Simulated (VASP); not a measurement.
Here is a VASP 6.6.1 calculation.

The input INCAR:

```
SYSTEM = TePb
AGGAC = 1.0
AGGAX = 1.0
ALDAC = 0.0
ALDAX = 1.0
ALGO = Normal
EDIFF = 1E-6
ENCUT = 520
GGA = B5
ISIF = 2
ISMEAR = -1
IVDW = 13
LASPH = .True.
LCHARG = .False.
LREAL = .False.
LWAVE = .False.
NBANDS = 17
NELM = 100
PREC = Accurate
SIGMA = 0.05
VDW_A1 = 0.44488865
VDW_A2 = 4.0933009
VDW_S6 = 1.0
VDW_S8 = 2.34076671
```

KPOINTS

```
k-points
0
Gamma
  7 7 7
  0 0 0
```

The input POSCAR:

```
TePb
1.0
    0.0000000000      3.3352175132      3.3352175132
    3.3352175132      0.0000000000      3.3352175132
    3.3352175132      3.3352175132      0.0000000000
Pb Te
1 1
Direct
    0.0000000000      0.0000000000      0.0000000000
    0.5000000000      0.5000000000      0.5000000000
```

Potentials or basis: VASP PAW PBE potentials, release 64 (Pb_d, Te).

Command:

```sh
$ cat potpaw_PBE.64/Pb_d/POTCAR potpaw_PBE.64/Te/POTCAR > POTCAR
$ mpirun -np 1 vasp_std > vasp.out
```

Predict the pressure.

0.1 GPa.

What does it give for the dispersion energy per atom?

-0.789 eV.

Caveat: the PAW data sets were made with another functional, which shifts forces and pressure a little.
